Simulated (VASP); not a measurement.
AlPt: single point with PBEsol

The system is AlPt.

```xyz
8
Lattice="4.8685 0.0000 0.0000 0.0000 4.8685 0.0000 0.0000 0.0000 4.8685" Properties=species:S:1:pos:R:3 pbc="T T T"
Al    4.1127    4.1127    4.1127
Al    3.1901    0.7558    1.6784
Al    1.6784    3.1901    0.7558
Al    0.7558    1.6784    3.1901
Pt    0.6919    0.6919    0.6919
Pt    1.7423    4.1766    3.1262
Pt    3.1262    1.7423    4.1766
Pt    4.1766    3.1262    1.7423
```

This cell differs from its parent crystal: atoms displaced along a vibrational mode.

| Quantity | Value |
| --- | --- |
| Program | VASP 6.6.1 |
| Task | single point |
| Functional | PBEsol |
| Potentials or basis | VASP PAW PBE potentials, release 64 (Al, Pt) |
| Cutoff | 520 eV |
| k mesh | 8 × 8 × 8 |
| Occupations | gaussian, width 0.15 eV |
| Spin | no spin polarisation |

```
Pressure               : 1.0 GPa
Largest force          : 0.628 eV/Å
Band gap on the k mesh : zero (bands 26 and 27 overlap by 1.05 eV)
```

Forces on the atoms (eV/Å):
```
Al  -0.060 -0.060 -0.060
Al   0.060  0.060 -0.060
Al  -0.060  0.060  0.060
Al   0.060 -0.060  0.060
Pt   0.363  0.363  0.363
Pt  -0.363 -0.363  0.363
Pt   0.363 -0.363 -0.363
Pt  -0.363  0.363 -0.363
```

Levels at points of the mesh, in eV from the Fermi level:
```csv
k point,band 24,band 25,band 26,band 27,band 28,band 29
"(0.00, 0.00, 0.00)",-1.75,-0.13,-0.13,-0.13,4.29,4.29
"(0.50, 0.00, 0.00)",-1.49,-0.83,-0.83,1.22,1.22,2.60
"(0.50, 0.50, 0.00)",-2.28,0.27,0.27,1.26,1.26,2.73
"(0.50, 0.50, 0.50)",-2.53,-0.78,-0.78,-0.78,-0.78,6.24
```

Wall time 72 s on 1 thread of Intel(R) Xeon(R) 6975P-C (Granite Rapids), on a shared host, peak memory 0.29 GiB.

Caveat: the cell differs from its parent crystal (atoms displaced along a vibrational mode); the PAW data sets were made with another functional, which shifts forces and pressure a little; spin-orbit coupling is left out, which moves the levels of the heavy elements.
